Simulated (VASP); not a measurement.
# Mg2Sn (Fm-3m) in VASP: further runs, part 2 of 2

VASP 6.6.1.

### Step 3. Single point, r2SCAN

The input, POSCAR:

```
Mg2Sn
1.0
    0.0000000000      3.3804988394      3.3804988394
    3.3804988394      0.0000000000      3.3804988394
    3.3804988394      3.3804988394      0.0000000000
Mg Sn
2 1
Direct
    0.2500000000      0.2500000000      0.2500000000
    0.7500000000      0.7500000000      0.7500000000
    0.0000000000      0.0000000000      0.0000000000
```

The input, INCAR.step1:

```
SYSTEM = Mg2Sn
PREC = Accurate ; ENCUT = 660
ISMEAR = 0 ; SIGMA = 0.05
LREAL = .False. ; LASPH = .True.
NELM = 120 ; NBANDS = 16
GGA = PE ; ALGO = Normal
EDIFF = 1E-5 ; LWAVE = .True.
LCHARG = .False. ; GGA_COMPAT = .False.
```

The input, INCAR.step2:

```
SYSTEM = Mg2Sn
PREC = Accurate ; ENCUT = 660
EDIFF = 1E-6 ; ISMEAR = 0
SIGMA = 0.05 ; LREAL = .False.
LASPH = .True. ; NELM = 120
ALGO = Normal ; ISIF = 2
LWAVE = .False. ; LCHARG = .True.
METAGGA = R2SCAN ; LMIXTAU = .True.
LELF = .True. ; LVHAR = .True.
NBANDS = 16 ; ISTART = 1
GGA_COMPAT = .False.
```

The input, KPOINTS:

```
Automatic mesh
0
Gamma
  8 8 8
  0 0 0
```

Potentials or basis: VASP PAW PBE potentials, release 64 (Mg, Sn_d).

The run is started by

```bash
> cat potpaw_PBE.64/Mg/POTCAR potpaw_PBE.64/Sn_d/POTCAR > POTCAR
> cp INCAR.step1 INCAR
> mpirun -np 1 vasp_std > vasp.out
> cp INCAR.step2 INCAR
> mpirun -np 1 vasp_std > vasp.out
```

Run time: 4.5 min. Hardware: 1 thread of Intel Xeon 8259CL, shared host; peak memory 0.28 GiB.

It converged, with:

```
Free energy : -33.8277 eV
Pressure    : -0.2 GPa
```

Levels at points of the mesh, in eV from the Fermi level:
```csv
k point,band 6,band 7,band 8,band 9,band 10,band 11,band 12,band 13
"(0.00, 0.00, 0.00)",-9.58,-0.09,-0.09,-0.09,1.92,2.31,2.31,2.31
"(0.50, 0.00, 0.00)",-8.24,-5.05,-0.96,-0.96,1.03,2.40,2.40,4.45
"(0.50, 0.50, 0.00)",-7.70,-4.81,-2.29,-2.29,0.09,0.33,7.80,7.80
```

Caveat: the PAW data sets were made with another functional, which shifts forces and pressure a little; spin-orbit coupling is left out, which moves the levels of the heavy elements.

### Step 4. Single point, r2SCAN

This run uses another cell than the first one, of 26.38 Å³/atom.

The input, POSCAR:

```
Mg2Sn
1.0
    0.0000000000      3.4074667949      3.4074667949
    3.4074667949      0.0000000000      3.4074667949
    3.4074667949      3.4074667949      0.0000000000
Mg Sn
2 1
Direct
    0.2500000000      0.2500000000      0.2500000000
    0.7500000000      0.7500000000      0.7500000000
    0.0000000000      0.0000000000      0.0000000000
```

The input, INCAR.step1:

```
ALGO = Normal
EDIFF = 1E-5
ENCUT = 660
GGA = PE
GGA_COMPAT = False
ISMEAR = 0
LASPH = True
LCHARG = False
LREAL = False
LWAVE = True
NBANDS = 16
NELM = 120
PREC = Accurate
SIGMA = 0.05
```

The input, INCAR.step2:

```
ALGO = Normal
EDIFF = 1E-6
ENCUT = 660
GGA_COMPAT = False
ISIF = 2
ISMEAR = 0
ISTART = 1
LASPH = True
LCHARG = False
LMIXTAU = True
LREAL = False
LWAVE = False
METAGGA = R2SCAN
NBANDS = 16
NELM = 120
PREC = Accurate
SIGMA = 0.05
```

The input, KPOINTS:

```
k-points
0
Gamma
  8 8 8
```

The run is started by

```bash
> cat potpaw_PBE.64/Mg/POTCAR potpaw_PBE.64/Sn_d/POTCAR > POTCAR
> cp INCAR.step1 INCAR
> mpirun -np 1 vasp_std > vasp.out
> cp INCAR.step2 INCAR
> mpirun -np 1 vasp_std > vasp.out
```

It took 4.6 min on 1 thread of Intel Xeon 8259CL, shared host; peak memory 0.29 GiB.

It converged, with:

* Free energy: -33.8192 eV
* Pressure: -1.2 GPa

Levels at points of the mesh, in eV from the Fermi level:
```tsv
k point	band 5	band 6	band 7	band 8	band 9	band 10	band 11	band 12	band 13	band 14
(0.00, 0.00, 0.00)	-21.47	-9.44	-0.07	-0.07	-0.07	1.79	2.29	2.29	2.29	4.67
(0.50, 0.00, 0.00)	-21.47	-8.15	-4.94	-0.93	-0.93	0.96	2.40	2.40	4.42	7.34
(0.50, 0.50, 0.00)	-21.47	-7.63	-4.72	-2.23	-2.23	0.07	0.37	7.70	7.70	7.83
```

Caveat: the PAW data sets were made with another functional, which shifts forces and pressure a little; spin-orbit coupling is left out, which moves the levels of the heavy elements.

### Step 5. Single point, r2SCAN (26.19 Å³/atom)

This run uses another cell than the first one, of 26.19 Å³/atom.

The input, POSCAR:

```
Mg2Sn
1.0
    0.0000000000      3.3995125949      3.3995125949
    3.3995125949      0.0000000000      3.3995125949
    3.3995125949      3.3995125949      0.0000000000
Mg Sn
2 1
Direct
    0.2500000000      0.2500000000      0.2500000000
    0.7500000000      0.7500000000      0.7500000000
    0.0000000000      0.0000000000      0.0000000000
```

The input, INCAR.step1:

```
PREC = Accurate ; ENCUT = 660
ISMEAR = 0 ; SIGMA = 0.05
LREAL = F ; LASPH = T
NELM = 120 ; NBANDS = 16
GGA = PE ; ALGO = Normal
EDIFF = 1E-5 ; LWAVE = T
LCHARG = F ; GGA_COMPAT = F
```

The input, INCAR.step2:

```
PREC = Accurate ; ENCUT = 660
EDIFF = 1E-6 ; ISMEAR = 0
SIGMA = 0.05 ; LREAL = F
LASPH = T ; NELM = 120
ALGO = Normal ; ISIF = 2
LWAVE = F ; LCHARG = F
METAGGA = R2SCAN ; LMIXTAU = T
NBANDS = 16 ; ISTART = 1
GGA_COMPAT = F
```

The input, KPOINTS:

```
regular mesh
0
Gamma
  8 8 8
```

Potentials or basis: VASP PAW PBE potentials, release 64 (Mg, Sn_d).

The run is started by

```bash
> cat potpaw_PBE.64/Mg/POTCAR potpaw_PBE.64/Sn_d/POTCAR > POTCAR
> cp INCAR.step1 INCAR
> mpirun -np 1 vasp_std > vasp.out
> cp INCAR.step2 INCAR
> mpirun -np 1 vasp_std > vasp.out
```

OUTCAR:

```text
PREC = Accurate
   ENCUT = 660
   EDIFF = 1E-6
   ISMEAR = 0
   LREAL = F
   LASPH = T
   NELM = 120
   ISIF = 2
   METAGGA = R2SCAN
   ISTART = 1

 ion  position               nearest neighbor table
   1  0.250  0.250  0.250-   3 2.94   3 2.94   3 2.94   3 2.94   2 3.40   2 3.40   2 3.40   2 3.40
                             2 3.40   2 3.40
   2  0.750  0.750  0.750-   3 2.94   3 2.94   3 2.94   3 2.94   1 3.40   1 3.40   1 3.40   1 3.40
                             1 3.40   1 3.40
   3  0.000  0.000  0.000-   1 2.94   2 2.94   2 2.94   2 2.94   2 2.94   1 2.94   1 2.94   1 2.94
[... 654 lines left out ...]
  Direction    XX          YY          ZZ          XY          YZ          ZX
  --------------------------------------------------------------------------------------
  -------------------------------------------------------------------------------------
  Total       -0.4548828     -0.4548828     -0.4548828     -0.0000000      0.0000000      0.0000000
  in kB       -9.2753473     -9.2753473     -9.2753473     -0.0000000      0.0000000      0.0000000
  external PRESSURE =      -9.2753473 kB  Pullay stress =       0.0000000 kB

 VOLUME and BASIS-vectors are now :
 -----------------------------------------------------------------------------
  energy-cutoff  :      660.00
  volume of cell :       78.57
      direct lattice vectors                 reciprocal lattice vectors
     0.000000000  3.399512595  3.399512595    -0.147079908  0.147079908  0.147079908
     3.399512595  0.000000000  3.399512595     0.147079908 -0.147079908  0.147079908
     3.399512595  3.399512595  0.000000000     0.147079908  0.147079908 -0.147079908

 POSITION                                       TOTAL-FORCE (eV/Angst)
 -----------------------------------------------------------------------------------
      1.69976      1.69976      1.69976        -0.000000     -0.000000     -0.000000
      5.09927      5.09927      5.09927         0.000000      0.000000      0.000000
      0.00000      0.00000      0.00000         0.000000      0.000000     -0.000000
 -----------------------------------------------------------------------------------
    total drift:                               -0.000000      0.000000      0.000000

  FREE ENERGIE OF THE ION-ELECTRON SYSTEM (eV)
  ---------------------------------------------------
  free  energy   TOTEN  =       -33.8229549014 eV

  energy  without entropy=      -33.8229134962  energy(sigma->0) =      -33.82293420
```

Run time: 4.3 min. Hardware: 1 thread of Intel Xeon 8259CL, shared host; peak memory 0.28 GiB.

Results:

| Property | Result |
| --- | --- |
| Free energy | -33.8230 eV |
| Pressure | -0.9 GPa |

Caveat: the PAW data sets were made with another functional, which shifts forces and pressure a little; spin-orbit coupling is left out, which moves the levels of the heavy elements.

### Step 6. Overview

| cell | pressure (GPa) |
| --- | --- |
| a = 4.781 Å, angles 60.0°, 3 atoms | -0.2 |
| a = 4.819 Å, angles 60.0°, 3 atoms | -1.2 |
| a = 4.808 Å, angles 60.0°, 3 atoms | -0.9 |

Alike in all rows: task single point; level r2SCAN; potentials or basis VASP PAW PBE potentials, release 64 (Mg, Sn_d); no spin polarisation; k mesh 8 × 8 × 8; cutoff (eV) 660; smearing gaussian 0.05 eV.

Caveats: the PAW data sets were made with another functional, which shifts forces and pressure a little; spin-orbit coupling is left out, which moves the levels of the heavy elements.

Total energies depend on the potentials used, so only differences within one code and one set of settings carry meaning.
